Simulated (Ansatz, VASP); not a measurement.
Two plane-wave programs on GdN

File INCAR:

```
PREC = Accurate ; ENCUT = 520
EDIFF = 1E-6 ; ISMEAR = 0
SIGMA = 0.05 ; LREAL = F
LASPH = T ; NELM = 150
ALGO = Normal ; ISIF = 2
LWAVE = F ; LCHARG = F
ISPIN = 2 ; MAGMOM = 7 -7 0 0
LORBIT = 11 ; LMAXMIX = 6
LDAU = T ; LDAUTYPE = 2
LDAUL = 3 -1 ; LDAUU = 6 0
LDAUJ = 0 0 ; LDAUPRINT = 1
GGA = PE ; NBANDS = 35
```

The input KPOINTS:

```
regular mesh
0
Gamma
  10 10 5
```

The input POSCAR:

```
GdN
1.0
    0.0000000000      2.4994985661      2.4994985661
    4.9989971322      2.4994985661      2.4994985661
    4.9989971322      4.9989971322      0.0000000000
Gd N
2 2
Direct
    0.5000000000      0.5000000000      0.0000000000
    0.5000000000      0.5000000000      0.5000000000
    0.0000000000      0.0000000000      0.0000000000
    0.0000000000      0.0000000000      0.5000000000
```

Input for Ansatz:

```yaml
crystal:
  lattice:
    - [0.0, 2.4994985661, 2.4994985661]
    - [4.9989971322, 2.4994985661, 2.4994985661]
    - [4.9989971322, 4.9989971322, 0.0]
  atoms:
    - { symbol: Gd, position: [0.5, 0.5, 0.0], spin: 7.0 }
    - { symbol: "N", position: [0.0, 0.0, 0.0] }
    - { symbol: Gd, position: [0.5, 0.5, 0.5], spin: -7.0 }
    - { symbol: "N", position: [0.0, 0.0, 0.5] }
basis:
  ecutwfc: 420
  ecutrho_ratio: 4
kpoints:
  mp_grid: { grid: [10, 10, 5] }
hamiltonian:
  xc: pbe
  hubbard: { sites: [{ species: Gd, l: f, u_eff: 6.0 }] }
scf:
  occupations: { method: gaussian, width: 0.05 }
  lower_state_search: "off"
output:
  forces: true
  stress: true
  eigenvalues: true
  populations: true
  hubbard: { sites: [{ species: Gd, l: f }] }
magnetization:
  spin_polarized: true
checkpoint:
  read: start.run
  write: ck
  compress: false
  write_wavefunctions: false
  write_every: 100000
```

Alike in both runs: task single point; functional PBE; k mesh 10 × 10 × 5; occupations gaussian, width 0.05 eV; collinear spin; Hubbard terms Gd f U = 6.0 eV.

```csv
,VASP,Ansatz
version,VASP 6.6.1,Ansatz 0.2.0
potentials or method,"VASP PAW PBE potentials, release 64 (Gd, N), cutoff 520 eV","scalar-relativistic, plane waves, PAW"
valence electrons in the cell,46,46
```

```csv
,VASP,Ansatz,Ansatz less VASP
pressure (GPa),0.7,0.4,-0.28
net moment per atom (μB),0.00,0.00,0.000
size of the moment on the site where the two differ most (μB),6.85,6.92,+0.066
```

Site moments also hang on the region over which each program counts them. The programs project onto different local orbitals, so the same U acts differently, and such runs can settle in different states. Ansatz's warnings: filled band counts differ across k points, saved state not lowest, stability check not made.

Spin-orbit coupling is off throughout.
